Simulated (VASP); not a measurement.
A run of VASP 6.6.1:

Contents of POSCAR:

```
Li2O
1.0
    0.0000000000      2.3090072439      2.3090072439
    2.3090072439      0.0000000000      2.3090072439
    2.3090072439      2.3090072439      0.0000000000
O Li
1 2
Direct
    0.0000000000      0.0000000000      0.0000000000
    0.2500000000      0.2500000000      0.2500000000
    0.7500000000      0.7500000000      0.7500000000
```

Contents of INCAR.step1:

```
PREC     = Accurate       # precision mode
ENCUT    = 830            # plane-wave cutoff, eV
ISMEAR   = 0              # smearing method
SIGMA    = 0.01           # smearing width, eV
LREAL    = False          # projectors in reciprocal space
LASPH    = True           # aspherical terms in the spheres
NELM     = 120            # most SCF steps
NBANDS   = 13             # bands
GGA      = PE             # functional
ALGO     = Normal         # electronic algorithm
EDIFF    = 1E-5           # SCF threshold, eV
LWAVE    = True           # write WAVECAR
LCHARG   = False          # write CHGCAR
GGA_COMPAT= False
```

The input INCAR.step2:

```
PREC     = Accurate       # precision mode
ENCUT    = 830            # plane-wave cutoff, eV
EDIFF    = 1E-6           # SCF threshold, eV
ISMEAR   = 0              # smearing method
SIGMA    = 0.01           # smearing width, eV
LREAL    = False          # projectors in reciprocal space
LASPH    = True           # aspherical terms in the spheres
NELM     = 120            # most SCF steps
ALGO     = Normal         # electronic algorithm
ISIF     = 2              # what is computed and relaxed
LWAVE    = False          # write WAVECAR
LCHARG   = False          # write CHGCAR
METAGGA  = R2SCAN         # meta-GGA
LMIXTAU  = True         
NBANDS   = 13             # bands
ISTART   = 1            
GGA_COMPAT= False
```

The input KPOINTS:

```
Automatic mesh
0
Gamma
  8 8 8
```

Potentials or basis: VASP PAW PBE potentials, release 64 (O, Li_sv).

The run is started by

```sh
$ cat potpaw_PBE.64/O/POTCAR potpaw_PBE.64/Li_sv/POTCAR > POTCAR
$ cp INCAR.step1 INCAR
$ mpirun -np 1 vasp_std > vasp.out
$ cp INCAR.step2 INCAR
$ mpirun -np 1 vasp_std > vasp.out
```

Hardware: 1 thread of Intel(R) Xeon(R) Platinum 8259CL CPU @ 2.50GHz (Skylake/Cascade Lake), with other jobs on the host.

**Question.** How long does it take, and how much memory?

**Answer.** Wall time 82 s on 1 thread of Intel(R) Xeon(R) Platinum 8259CL CPU @ 2.50GHz (Skylake/Cascade Lake) (shared host), peak memory 0.18 GiB. Counts: k points 29.
